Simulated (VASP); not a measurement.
Runs of VASP 6.6.1 on BaTiO3. The structure is that of space group Pm-3m (No. 221), or close to it. The cells are those of the table. 

```tsv
cell	gap on the mesh (eV)	pressure (GPa)	largest force (eV/Å)
a = 3.971, b = 4.005, c = 4.005 Å, angles 89.8, 90.0, 90.0°, 5 atoms	1.76	(b)	0.18
a = 3.957, b = 3.991, c = 3.991 Å, angles 89.8, 90.0, 90.0°, 5 atoms	(c)	1.0	0.16
a = 3.944, b = 3.998, c = 3.998 Å, angles 89.2, 90.0, 90.0°, 5 atoms	1.76	1.0	0.17
a = 3.984, b = 4.059, c = 4.059 Å, angles 88.7, 90.0, 90.0°, 5 atoms	(a)	-5.6	0.32
a = 3.984, b = 4.018, c = 4.018 Å, angles 89.8, 90.0, 90.0°, 5 atoms	1.75	-2.5	0.20
a = 4.010, b = 4.045, c = 4.045 Å, angles 89.8, 90.0, 90.0°, 5 atoms	1.71	-5.7	0.27
```

Alike in all rows: level PBEsol; potentials or basis VASP PAW PBE potentials, release 64 (Ba_sv, Ti_sv, O); no spin polarisation; k mesh 8 × 8 × 8; cutoff (eV) 520; smearing fermi-dirac 0.05 eV.

Task: Estimate the missing entries.

Result: (a) 1.65; (b) -0.8; (c) 1.78.

Caveats: the PAW data sets were made with another functional, which shifts forces and pressure a little; spin-orbit coupling is left out, which moves the levels of the heavy elements; the cell stands under tension (at least some runs).

A k mesh can miss the band edges, and the runs leave out spin-orbit coupling on Ba.
